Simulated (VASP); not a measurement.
Set up this calculation in VASP 6.6.1, as the native input.

- Task: single point
- Functional: LDA
- Potentials or basis: VASP PAW LDA potentials, release 64 (Au)
- Cutoff: 520 eV
- k mesh: 12 × 12 × 12
- Occupations: fermi-dirac, width 0.06 eV
- Spin: no spin polarisation
- Dipole correction: no
- Further INCAR settings: ALGO = Normal; EDIFF = 1e-06; NBANDS = 12

The structure of Au lies in POSCAR:

```
Au
1.0
    0.0000000000      2.0967585000      2.0967585000
    2.0967585000      0.0000000000      2.0967585000
    2.0967585000      2.0967585000      0.0000000000
Au
1
Direct
    0.0000000000      0.0000000000      0.0000000000
```

The input as run:

INCAR

```
SYSTEM = Au
PREC     = Accurate       ! precision mode
ENCUT    = 520            ! plane-wave cutoff, eV
EDIFF    = 1E-6           ! SCF threshold, eV
ISMEAR   = -1             ! smearing method
SIGMA    = 0.06           ! smearing width, eV
LREAL    = .False.        ! projectors in reciprocal space
LASPH    = .True.         ! aspherical terms in the spheres
NELM     = 60             ! most SCF steps
ALGO     = Normal         ! electronic algorithm
ISIF     = 2              ! what is computed and relaxed
LWAVE    = .False.        ! write WAVECAR
LCHARG   = .True.         ! write CHGCAR
GGA      = CA             ! functional
LELF     = .True.         ! ELF
LVHAR    = .True.       
NBANDS   = 12             ! bands
```

KPOINTS

```
regular mesh
0
Gamma
  12 12 12
  0 0 0
```

Potentials or basis: VASP PAW LDA potentials, release 64 (Au).

The run is started by

```sh
$ cat potpaw_LDA.64/Au/POTCAR > POTCAR
$ mpirun -np 1 vasp_std > vasp.out
```

Results of the run:

```json
{
  "Pressure": "-14.6 GPa"
}
```

It took 7 s on 1 thread of Intel(R) Xeon(R) Platinum 8559C (Emerald Rapids), on a shared host, peak memory 0.13 GiB.
